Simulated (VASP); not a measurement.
Set up this calculation in VASP 6.6.1, as the native input.

```
Task                   : single point
Functional             : LDA
Potentials or basis    : VASP PAW LDA potentials, release 64 (Tc_pv)
Cutoff                 : 520 eV
k mesh                 : 17 × 17 × 9
Occupations            : fermi-dirac, width 0.08 eV
Spin                   : no spin polarisation
Dipole correction      : no
Further INCAR settings : ALGO = Normal; EDIFF = 1e-06; NBANDS = 20
```

The structure of Tc lies in POSCAR:

```
Tc
1.0
    2.7126001687      0.0000000000      0.0000000000
   -1.3563000844      2.3491806565      0.0000000000
    0.0000000000      0.0000000000      4.3980000000
Tc
2
Direct
    0.3333333333      0.6666666667      0.2500000000
    0.6666666667      0.3333333333      0.7500000000
```

This cell differs from its parent crystal: equal xx and yy strain of -1 %.

These files were run (other wordings do the same):

INCAR

```
SYSTEM = Tc
ALGO = Normal
EDIFF = 1E-6
ENCUT = 520
GGA = CA
ISIF = 2
ISMEAR = -1
LASPH = .TRUE.
LCHARG = .FALSE.
LREAL = .FALSE.
LWAVE = .FALSE.
NBANDS = 20
NELM = 80
PREC = Accurate
SIGMA = 0.08
```

KPOINTS

```
k-points
0
G
  17 17 9
  0 0 0
```

Potentials or basis: VASP PAW LDA potentials, release 64 (Tc_pv).

The run is started by

```console
$ cat potpaw_LDA.64/Tc_pv/POTCAR > POTCAR
$ mpirun -np 1 vasp_std > vasp.out
```

Results of the run:

```json
{
  "Pressure": "-5.5 GPa",
  "Band gap on the k mesh": "zero (bands 13 and 14 overlap by 3.12 eV)"
}
```

Caveat: the cell differs from its parent crystal (equal xx and yy strain of -1 %); the stress differs along the axes, from -9 to -4 GPa.

It took 80 s on 1 thread of Intel Xeon 8259CL (shared host), peak memory 0.19 GiB.
